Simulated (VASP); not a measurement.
# SiC (Ima2) in VASP: single point with r2SCAN

Aim: the single point of SiC with r2SCAN.

All numbers are computed with VASP 6.6.1; they aren't measurements. Logs are shortened: lines on timing, memory, paths and dates and some standing lists are left out, and cuts for length are marked.

## (1) The cell of the first run

Symmetry: Ima2, No. 46, orthorhombic system. Conventional cell: a = 3.075 Å, b = 21.306 Å, c = 5.048 Å, α = 90.00°, β = 90.00°, γ = 90.00°. Si (site symmetry m) has 4 C at 1.88 to 1.90 Å within 2.5 Å. Within 2.5 Å of Si (site symmetry m) lie 3 C at 1.88 to 1.90 Å and 2 Si at 2.35 Å. Si (site symmetry m) has 4 C at 1.88 to 1.90 Å within 2.5 Å. Within 2.5 Å of Si (site symmetry m) lie 4 C at 1.88 to 1.90 Å. C (site symmetry m) has 4 Si at 1.88 to 1.90 Å within 2.5 Å. C (site symmetry m) has 3 Si at 1.88 to 1.90 Å and 2 C at 2.35 Å within 2.5 Å. C (site symmetry m) has 4 Si at 1.88 to 1.90 Å within 2.5 Å. C (site symmetry m) has 4 Si at 1.88 to 1.90 Å within 2.5 Å.

## (2) Single point, r2SCAN

POSCAR

```
SiC
1.0
    1.5375975033     -2.6631969973      0.0000000000
    0.0000000000      0.0000000000     -5.0481668562
    9.9943837715      3.9947954960      2.5240834281
Si C
8 8
Direct
    0.0833333333      1.4120637841      0.8333333333
   -0.0416666666      1.0370637841      0.0833333333
    0.3333333334      1.1620637841      0.3333333333
   -0.2916666666      1.2870637841      0.5833333333
    0.5416666667      0.9537304508      0.9166666667
    0.4166666666      0.5787304508      0.1666666667
    0.7916666667      0.7037304508      0.4166666667
    0.1666666666      0.8287304508      0.6666666667
    0.0833333333      1.0362695492      0.8333333333
   -0.0416666666      0.6612695491      0.0833333333
    0.3333333334      0.7862695491      0.3333333333
   -0.2916666666      0.9112695492      0.5833333333
    0.5416666667      0.5779362158      0.9166666667
    0.4166666666      0.2029362158      0.1666666667
    0.7916666667      0.3279362158      0.4166666667
    0.1666666666      0.4529362158      0.6666666667
```

INCAR.step1

```
SYSTEM = SiC
  ALGO = Normal
  EDIFF = 1E-4
  ENCUT = 520
  GGA = PE
  ISMEAR = 0
  ISYM = 0
  LASPH = .True.
  LCHARG = .False.
  LREAL = Auto
  LWAVE = .True.
  NBANDS = 46
  NELM = 60
  PREC = Accurate
  SIGMA = 0.05
```

INCAR.step2

```
SYSTEM = SiC
  ALGO = Normal
  EDIFF = 1E-6
  ENCUT = 520
  ISIF = 2
  ISMEAR = 0
  ISTART = 1
  ISYM = 0
  LASPH = .True.
  LCHARG = .False.
  LMIXTAU = .True.
  LREAL = Auto
  LWAVE = .False.
  METAGGA = R2SCAN
  NBANDS = 46
  NELM = 60
  PREC = Accurate
  SIGMA = 0.05
```

KPOINTS

```
k-points
0
Gamma
  7 5 2
  0 0 0
```

Potentials or basis: VASP PAW PBE potentials, release 64 (Si, C).

Run with:

```bash
$ cat potpaw_PBE.64/Si/POTCAR potpaw_PBE.64/C/POTCAR > POTCAR
$ cp INCAR.step1 INCAR
$ mpirun -np 1 vasp_std > vasp.out
$ cp INCAR.step2 INCAR
$ mpirun -np 1 vasp_std > vasp.out
```

OUTCAR:

```text
SYSTEM = SiC
   EDIFF = 1E-6
   ENCUT = 520
   ISIF = 2
   ISMEAR = 0
   ISTART = 1
   ISYM = 0
   LASPH = .True.
   LREAL = Auto
   METAGGA = R2SCAN
   NELM = 60
   PREC = Accurate

 ion  position               nearest neighbor table
   1  0.083  0.412  0.833-  16 1.88  13 1.88  13 1.88   9 1.90   4 3.08   4 3.08   8 3.09   8 3.09
                             5 3.09   5 3.09   5 3.09   5 3.09
   2  0.958  0.037  0.083-  14 1.88  14 1.88  10 1.90   5 2.35   5 2.35   3 3.08   3 3.08   6 3.09
                             6 3.09   6 3.09   6 3.09
   3  0.333  0.162  0.333-  14 1.88  15 1.88  15 1.88  11 1.90   4 3.08   2 3.08   4 3.08   2 3.08
                             6 3.09   6 3.09   7 3.09   7 3.09   7 3.09   7 3.09
   4  0.708  0.287  0.583-  15 1.88  16 1.88  16 1.88  12 1.90   1 3.08   3 3.08   3 3.08   1 3.08
                             7 3.09   7 3.09   8 3.09   8 3.09   8 3.09   8 3.09
   5  0.542  0.954  0.917-   9 1.88   9 1.88  13 1.90   2 2.35   2 2.35   8 3.08   8 3.08   1 3.09
                             1 3.09   1 3.09   1 3.09
   6  0.417  0.579  0.167-  11 1.88  10 1.88  10 1.88  14 1.90   7 3.08   7 3.08   3 3.09   3 3.09
                             2 3.09   2 3.09   2 3.09   2 3.09
   7  0.792  0.704  0.417-  12 1.88  11 1.88  11 1.88  15 1.90   6 3.08   8 3.08   8 3.08   6 3.08
                             4 3.09   4 3.09   3 3.09   3 3.09   3 3.09   3 3.09
   8  0.167  0.829  0.667-   9 1.88  12 1.88  12 1.88  16 1.90   5 3.08   7 3.08   7 3.08   5 3.08
                             1 3.09   1 3.09   4 3.09   4 3.09   4 3.09   4 3.09
   9  0.083  0.036  0.833-   8 1.88   5 1.88   5 1.88   1 1.90
  10  0.958  0.661  0.083-   6 1.88   6 1.88   2 1.90
  11  0.333  0.786  0.333-   6 1.88   7 1.88   7 1.88   3 1.90
  12  0.708  0.911  0.583-   7 1.88   8 1.88   8 1.88   4 1.90
  13  0.542  0.578  0.917-   1 1.88   1 1.88   5 1.90
  14  0.417  0.203  0.167-   3 1.88   2 1.88   2 1.88   6 1.90
  15  0.792  0.328  0.417-   4 1.88   3 1.88   3 1.88   7 1.90
  16  0.167  0.453  0.667-   1 1.88   4 1.88   4 1.88   8 1.90

IMPORTANT INFORMATION: All symmetrisations will be switched off!
NOSYMM: (Re-)initialisation of all symmetry stuff for point group C_1.

----------------------------------------------------------------------------------------

                                     Primitive cell

  volume of cell :     165.3749

  direct lattice vectors                    reciprocal lattice vectors
     1.537597503 -2.663196997  0.000000000     0.121943486 -0.305084453  0.000000000
     0.000000000  0.000000000 -5.048166856     0.040647829  0.023468035 -0.198091709
     9.994383772  3.994795496  2.524083428     0.081295657  0.046936070  0.000000000

  length of vectors
     3.075195007  5.048166856 11.055184086     0.328552488  0.203576324  0.093872139

  position of ions in fractional coordinates (direct lattice)
     0.083333333  0.412063784  0.833333333
     0.958333333  0.037063784  0.083333333
     0.333333333  0.162063784  0.333333333
     0.708333333  0.287063784  0.583333333
     0.541666667  0.953730451  0.916666667
     0.416666667  0.578730451  0.166666667
[... 8 lines left out ...]
     0.791666667  0.327936216  0.416666667
     0.166666667  0.452936216  0.666666667

  ion indices of the primitive-cell ions
   primitive index   ion index
                 1           1
                 2           2
                 3           3
                 4           4
                 5           5
                 6           6
[... 8 lines left out ...]
                15          15
                16          16

----------------------------------------------------------------------------------------

 KPOINTS: k-points

Automatic generation of k-mesh.
 Grid dimensions read from file:
 generate k-points for:    7    5    2

 Generating k-lattice:

  Cartesian coordinates                     Fractional coordinates (reciprocal lattice)
     0.017420498 -0.043583493  0.000000000     0.142857143  0.000000000 -0.000000000
     0.008129566  0.004693607 -0.039618342    -0.000000000  0.200000000 -0.000000000
     0.040647829  0.023468035  0.000000000    -0.000000000  0.000000000  0.500000000

  Length of vectors
     0.046936070  0.040715265  0.046936070

  Shift w.r.t. Gamma in fractional coordinates (k-lattice)
[... 11 lines left out ...]
|     Your reciprocal lattice and k-lattice belong to different lattice       |
|     classes:                                                                |
|                                                                             |
|        The reciprocal lattice is face-centered orthorhombic,                |
|        whereas your k-lattice is triclinic.                                 |
|                                                                             |
|     Results are often still useful ...                                      |
|                                                                             |
 -----------------------------------------------------------------------------

 WARNING: IBZKPT: internal override: KBLOWUP is changed to .FALSE.
      ... skipping the blow-up phase ...

 Subroutine IBZKPT returns following result:
 ===========================================

 Found     36 irreducible k-points:

 Following reciprocal coordinates:
            Coordinates               Weight
  0.000000  0.000000  0.000000      1.000000
  0.142857  0.000000  0.000000      2.000000
  0.285714  0.000000  0.000000      2.000000
  0.428571  0.000000  0.000000      2.000000
 -0.000000  0.200000  0.000000      2.000000
  0.142857  0.200000  0.000000      2.000000
[... 16 lines left out ...]
  0.000000  0.200000  0.500000      2.000000
  0.142857  0.200000  0.500000      2.000000
 [... further k-points ...]
   k-points           NKPTS =     36   k-points in BZ     NKDIM =     36   number of bands    NBANDS=     46
   number of dos      NEDOS =    301   number of ions     NIONS =     16
   total plane-waves  NPLWV =  80640
   dimension x,y,z NGX =    24 NGY =   40 NGZ =   84
   dimension x,y,z NGXF=    48 NGYF=   80 NGZF=  168
   ions per type =               8   8
   NGX,Y,Z   is equivalent  to a cutoff of  12.97, 13.17, 12.63 a.u.
   NGXF,Y,Z  is equivalent  to a cutoff of  25.95, 26.35, 25.26 a.u.
 SYSTEM =  SiC
   PREC   = accura    normal or accurate (medium, high low for compatibility)
   ISTART =      1    job   : 0-new  1-cont  2-samecut
   ICHARG =      0    charge: 1-file 2-atom 10-const
   ISPIN  =      1    spin polarized calculation?
   LNONCOLLINEAR =      F non collinear calculations
   LSORBIT =      F    spin-orbit coupling
   LASPH  =      T    aspherical Exc in radial PAW
   ENCUT  =  520.0 eV  38.22 Ry    6.18 a.u.   5.72  9.39 20.56*2*pi/ulx,y,z
   NELM   =     60;   NELMIN=  2; NELMDL=  0     # of ELM steps
   EDIFF  = 0.1E-05   stopping-criterion for ELM
   LREAL  =      T    real-space projection
   EDIFFG = 0.1E-04   stopping-criterion for IOM
   NSW    =      0    number of steps for IOM
   IBRION =     -1    ionic relax: 0-MD 1-quasi-New 2-CG
   NFREE  =      0    steps in history (QN), initial steepest desc. (CG)
   ISIF   =      2    stress and relaxation
   ISYM   =      0    0-nonsym 1-usesym 2-fastsym
   POTIM  = 0.5000    time-step for ionic-motion
   TEBEG  =    0.0;   TEEND  =   0.0 temperature during run
   PSTRESS=    0.0 pullay stress
   NELECT =      64.0000    total number of electrons
   NUPDOWN=      -1.0000    fix difference up-down
   EMIN   =  10.00;   EMAX   =-10.00  energy-range for DOS
   EFERMI =   0.00;   METHOD = LEGACY
   ISMEAR =     0;   SIGMA  =   0.05  broadening in eV -4-tet -1-fermi 0-gaus
   EFERMI_NEDOS =   21; number of points for ismear=-14 and -15
   IALGO  =     38    algorithm
   IMIX   =      4    mixing-type and parameters
     AMIX     =   0.40;   BMIX     =  1.00
     AMIX_MAG =   1.60;   BMIX_MAG =  1.00
  volume/ion in A,a.u.               =      10.34        69.75
  Fermi-wavevector in a.u.,A,eV,Ry     =   1.193012  2.254466 19.364879  1.423278
  Thomas-Fermi vector in A             =   2.329037
   LORBIT       =      0    0 simple, 1 ext, 2 COOP (PROOUT), +10 PAW based schemes
   METAGGA = R2SCAN    functional components
   LHFCALC =     F    Hartree Fock is set to
   AEXX    =    0.0000 exact exchange contribution
   IVDW    =     0    specifies the selected vdW correction
   LEPSILON=     F    determine dielectric tensor
   LRPA    =     F    only Hartree local field effects (RPA)
 non-spin polarized calculation
 Gauss-broadening in eV      SIGMA  =   0.05
  energy-cutoff  :      520.00
  volume of cell :      165.37
 maximum number of plane-waves:      4477
   NGX = 11   NGY = 19   NGZ = 41

 number of electron      64.0000003 magnetization

 Free energy of the ion-electron system (eV)
  ---------------------------------------------------
  ext. energy  EPLUGINS =         0.00000000
  ---------------------------------------------------
  free energy    TOTEN  =      -147.15256360 eV

  energy without entropy =     -147.14761758  energy(sigma->0) =     -147.15009059

 E-fermi :   9.1676     XC(G=0): -11.9865

 val. band max:        9.1515927543   @ k =  -0.2857   0.2000   0.0000
 cond. band min:       9.2268904472   @ k =  -0.4286   0.2000   0.5000
 fundamental gap:      0.0752976929
 Fermi energy:         9.1676180026

 k-point     1 :       0.0000    0.0000    0.0000
  band No.  band energies     occupation
      1      -8.2560      2.00000
      2      -7.1698      2.00000
      3      -7.1311      2.00000
      4      -4.8873      2.00000
      5      -4.3938      2.00000
      6      -4.3478      2.00000
[... 1117 lines left out ...]
     43      15.3358      0.00000
     44      15.5423      0.00000

 [... further k-points ...]

 [bands above 44 left out]

------------------------ aborting loop because EDIFF is reached ----------------------------------------

  FORCE on cell =-STRESS in cart. coord.  units (eV):
  Direction    XX          YY          ZZ          XY          YZ          ZX
  --------------------------------------------------------------------------------------
  -------------------------------------------------------------------------------------
  Total       10.3908131      3.4408211     -1.0359736      5.8816880     -0.0015303     -0.0036876
  in kB      100.6677753     33.3351973    -10.0366697     56.9826864     -0.0148258     -0.0357259
  external PRESSURE =      41.3221010 kB  Pullay stress =       0.0000000 kB

 VOLUME and BASIS-vectors are now :
 -----------------------------------------------------------------------------
  energy-cutoff  :      520.00
  volume of cell :      165.37
      direct lattice vectors                 reciprocal lattice vectors
     1.537597503 -2.663196997  0.000000000     0.121943486 -0.305084453  0.000000000
     0.000000000  0.000000000 -5.048166856     0.040647829  0.023468035 -0.198091709
     9.994383772  3.994795496  2.524083428     0.081295657  0.046936070  0.000000000

 POSITION                                       TOTAL-FORCE (eV/Angst)
 -----------------------------------------------------------------------------------
      8.45679      3.10706      0.02324         0.984375      0.566258     -0.011057
      2.30640     -2.21933      0.02324         2.534684      1.440481      0.943497
      3.84399      0.44387      0.02324         0.190667      0.106934      0.039806
      6.91919      0.44387      0.02324         0.024276      0.010035      0.092189
      9.99438      2.21933     -2.50085        -2.530797     -1.441291      0.944176
      2.30640     -0.44387     -2.50085        -0.985556     -0.570516     -0.012428
[... 8 lines left out ...]
      5.38159     -0.44387     -0.60378        -0.013308     -0.005367     -0.032359
      6.91919      2.21933     -0.60378        -0.202664     -0.110376     -0.062843
 -----------------------------------------------------------------------------------
    total drift:                                0.003321      0.027492      0.021136

  FREE ENERGIE OF THE ION-ELECTRON SYSTEM (eV)
  ---------------------------------------------------
  free  energy   TOTEN  =      -147.1525636011 eV

  energy  without entropy=     -147.1476175814  energy(sigma->0) =     -147.15009059
```

Wall time 25 min (1 thread of AMD EPYC 7R43 (Zen 3), shared host); peak memory 0.33 GiB.

What came out:

```yaml
Free_energy: -147.1526 eV
Pressure: 4.1 GPa
Largest_force: 3.064 eV/Å
Band_gap_on_the_k_mesh: zero (bands 32 and 33 overlap by 0.65 eV)
```

Forces in eV/Å, atoms in the order of the input:
```
Si   0.984  0.566 -0.011
Si   2.535  1.440  0.943
Si   0.191  0.107  0.040
Si   0.024  0.010  0.092
Si  -2.531 -1.441  0.944
Si  -0.986 -0.571 -0.012
Si  -0.022 -0.015  0.095
Si  -0.186 -0.106  0.037
C   -1.201 -0.689 -0.646
C    2.014  1.163 -0.322
C    0.195  0.118 -0.061
C    0.012  0.005 -0.046
C   -2.009 -1.155 -0.318
C    1.195  0.684 -0.640
C   -0.013 -0.005 -0.032
C   -0.203 -0.110 -0.063
```

Levels at points of the mesh, in eV from the Fermi level:
```
           k point  band 28  band 29  band 30  band 31  band 32  band 33  band 34  band 35  band 36  band 37
(0.00, 0.00, 0.00)    -1.65    -1.34    -1.33    -0.65    -0.24     1.28     2.55     2.72     3.66     3.90
(0.00, 0.00, 0.50)    -1.90    -1.31    -1.21    -0.79     0.18     1.41     2.30     3.28     3.62     3.67
```

Caveat: the cell stands under pressure; semilocal functionals underestimate gaps, so a narrow gap can read as zero; the PAW data sets were made with another functional, which shifts forces and pressure a little.
